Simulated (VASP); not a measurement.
A run of VASP 6.6.1:

The input INCAR:

```
SYSTEM = Co
PREC     = Accurate       ! precision mode
ENCUT    = 600            ! plane-wave cutoff, eV
EDIFF    = 1E-6           ! SCF threshold, eV
ISMEAR   = -1             ! smearing method
SIGMA    = 0.1            ! smearing width, eV
LREAL    = .FALSE.        ! projectors in reciprocal space
LASPH    = .TRUE.         ! aspherical terms in the spheres
NELM     = 120            ! most SCF steps
ALGO     = Normal         ! electronic algorithm
ISIF     = 2              ! what is computed and relaxed
LWAVE    = .FALSE.        ! write WAVECAR
LCHARG   = .TRUE.         ! write CHGCAR
GGA      = RP             ! functional
LELF     = .TRUE.         ! ELF
LVHAR    = .TRUE.       
NBANDS   = 10             ! bands
GGA_COMPAT= .FALSE.
```

KPOINTS

```
regular mesh
0
G
  15 15 15
  0 0 0
```

File POSCAR:

```
Co
1.0
    0.0000000000      1.7427815101      1.7427815101
    1.7427815101      0.0000000000      1.7427815101
    1.7427815101      1.7427815101      0.0000000000
Co
1
Direct
    0.0000000000      0.0000000000      0.0000000000
```

Potentials or basis: VASP PAW PBE potentials, release 64 (Co).

The run is started by

```bash
$ cat potpaw_PBE.64/Co/POTCAR > POTCAR
$ mpirun -np 1 vasp_std > vasp.out
```

Hardware: 1 thread of Intel Xeon 8259CL (shared host).

Question: How long does it take, and how much memory?

Answer: Run time: 13 s on 1 thread of Intel Xeon 8259CL, on a shared host, peak memory 0.14 GiB. Counts: scf iterations 12, k points 120.
